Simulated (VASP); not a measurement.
Wanted: the native input for a VASP 6.6.1 run.

* Task: relaxation of cell and atoms
* Functional: r2SCAN
* Potentials or basis: VASP PAW PBE potentials, release 64 (Mg, O)
* Cutoff: 600 eV
* k mesh: 8 × 8 × 8
* Occupations: gaussian, width 0.02 eV
* Spin: no spin polarisation
* Dipole correction: no
* Further INCAR settings: ALGO = Normal; EDIFF = 1e-06; IBRION = 2; EDIFFG = -0.002; NSW = 100; ISIF = 3

Crystal: MgO (dscan).

```
Mg O
1.0
     0.00000    2.12450    2.12450
     2.12450    0.00000    2.12450
     2.12450    2.12450    0.00000
Mg O
1 1
Direct
  0.00000 0.00000 0.00000
  0.50000 0.50000 0.50000
```

These files were run (other wordings do the same):

POSCAR

```
MgO
1.0
    0.0000000000      2.1245000000      2.1245000000
    2.1245000000      0.0000000000      2.1245000000
    2.1245000000      2.1245000000      0.0000000000
Mg O
1 1
Direct
    0.0000000000      0.0000000000      0.0000000000
    0.5000000000      0.5000000000      0.5000000000
```

INCAR.step1

```
ALGO = Normal
EDIFF = 1E-4
ENCUT = 600
GGA = PE
ISMEAR = 0
LASPH = True
LCHARG = False
LREAL = False
LWAVE = True
NELM = 80
PREC = Accurate
SIGMA = 0.02
```

INCAR.step2

```
ALGO = Normal
EDIFF = 1E-6
EDIFFG = -0.002
ENCUT = 600
IBRION = 2
ISIF = 3
ISMEAR = 0
ISTART = 1
LASPH = True
LCHARG = False
LMIXTAU = True
LREAL = False
LWAVE = False
METAGGA = R2SCAN
NELM = 80
NSW = 100
PREC = Accurate
SIGMA = 0.02
```

KPOINTS

```
k-points
0
Gamma
  8 8 8
```

Potentials or basis: VASP PAW PBE potentials, release 64 (Mg, O).

Run with:

```bash
$ cat potpaw_PBE.64/Mg/POTCAR potpaw_PBE.64/O/POTCAR > POTCAR
$ cp INCAR.step1 INCAR
$ mpirun -np 1 vasp_std > vasp.out
$ cp INCAR.step2 INCAR
$ mpirun -np 1 vasp_std > vasp.out
```

Results of the run:

* Relaxed volume: 9.21 Å³/atom
* Relaxed cell: a = 2.965 Å, b = 2.965 Å, c = 2.965 Å, α = 60.00°, β = 60.00°, γ = 60.00°
* Space group after relaxing (to 0.05 Å): Fm-3m (No. 225)
* Energy gained by relaxing: 7.6 meV/atom
* Ionic steps: 3
* Pressure after relaxing: 0.0 GPa
* Band gap on the k mesh: 5.75 eV, direct

Caveat: the PAW data sets were made with another functional, which shifts forces and pressure a little.

It took 60 s on 1 thread of Intel Xeon 6975P-C (shared host), peak memory 0.15 GiB.
